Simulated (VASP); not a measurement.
# V: single point with PBEsol

The system is V.

```
V
1.0
     2.95885    0.00000    0.00000
     0.00000    2.95885    0.00000
     0.00000    0.00000    2.78132
V
2
Cartesian
  0.0000 0.0000 0.0000
  1.4794 1.4794 1.3907
```

This cell differs from its parent crystal: strain along c alone, the other axes held: -6.0 %.

```yaml
Program: VASP 6.6.1
Task: single point
Functional: PBEsol
Potentials_or_basis: VASP PAW PBE potentials, release 64 (V_sv)
Cutoff: 520 eV
k_mesh: 14 × 14 × 14
Occupations: gaussian, width 0.1 eV
Spin: no spin polarisation
Dipole_correction: no
Further_INCAR_settings: ALGO = Fast; EDIFF = 1e-06; NBANDS = 20
```

- Pressure: 14.3 GPa
- Band gap on the k mesh: zero (bands 13 and 14 overlap by 3.38 eV)

Stress tensor (GPa, compression positive):
```
11.23  0.00  0.00
 0.00 11.23  0.00
 0.00  0.00 20.55
```

Levels at points of the mesh, in eV from the Fermi level:
| k point | band 9 | band 10 | band 11 | band 12 | band 13 | band 14 | band 15 | band 16 | band 17 | band 18 |
| --- | --- | --- | --- | --- | --- | --- | --- | --- | --- | --- |
| (0.00, 0.00, 0.00) | -6.81 | -3.62 | -3.41 | 0.05 | 0.63 | 0.63 | 2.31 | 3.00 | 4.20 | 4.20 |
| (0.50, 0.00, 0.00) | -3.07 | -3.07 | -0.87 | -0.87 | 0.82 | 0.82 | 1.27 | 1.27 | 2.29 | 2.29 |
| (0.50, 0.50, 0.00) | -3.50 | -3.50 | -0.88 | -0.88 | 1.67 | 1.67 | 2.27 | 2.27 | 2.94 | 2.94 |
| (0.00, 0.00, 0.50) | -2.68 | -2.68 | -0.64 | -0.64 | 0.67 | 0.67 | 0.67 | 0.67 | 2.06 | 2.06 |
| (0.50, 0.00, 0.50) | -3.59 | -3.59 | -1.57 | -1.57 | 2.25 | 2.25 | 2.74 | 2.74 | 3.42 | 3.42 |
| (0.50, 0.50, 0.50) | -1.35 | -1.35 | -1.35 | -1.35 | -0.99 | -0.99 | 3.06 | 3.06 | 3.35 | 3.35 |

Wall time 2.1 min on 1 thread of Intel Xeon 8259CL, with other jobs on the host, peak memory 0.22 GiB.

Caveat: the cell differs from its parent crystal (strain along c alone, the other axes held: -6.0 %); the stress differs along the axes, from 11 to 21 GPa; the PAW data sets were made with another functional, which shifts forces and pressure a little.
